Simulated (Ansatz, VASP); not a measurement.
CuNi5: VASP beside Ansatz

```
Cu Ni
1.0
     2.49867    0.00000    0.00000
     0.00000    2.49867    0.00000
     0.00000    0.00000   10.61771
Cu Ni
1 5
Direct
  0.00000 0.00000 0.50000
  0.00000 0.00000 0.83495
  0.50000 0.50000 0.00000
  0.00000 0.00000 0.16505
  0.50000 0.50000 0.32799
  0.50000 0.50000 0.67201
```

Alike in both runs: functional PBE; k mesh 14 × 14 × 4; occupations gaussian, width 0.1 eV; collinear spin.

Ansatz relaxed the structure, and its values are those at the end. VASP's run is a single point on that final structure, the one shown.

|  | VASP | Ansatz |
| --- | --- | --- |
| version | VASP 6.6.1 | Ansatz 0.2.0 |
| potentials or method | VASP PAW PBE potentials, release 64 (Cu, Ni), cutoff 520 eV | scalar-relativistic, plane waves, PAW |
| valence electrons in the cell | 61 | 109 |

```tsv
	VASP	Ansatz	Ansatz less VASP
gap on the k mesh at the Fermi level (eV)	none	none	-
pressure (GPa)	0.0	0.0	+0.03
rms of the force components (eV/Å)	0.005	0.001	-0.0038
net moment per atom (μB)	0.47	0.48	+0.012
size of the moment on the site where the two differ most (μB)	0.61	0.66	+0.043
```

Site moments also hang on the region over which each program counts them. A gap of «none» marks a metal or a gap that the smearing closes. VASP's potentials hold 61 valence electrons a cell and Ansatz's 109, so a difference there can come from the potentials and not from the codes.
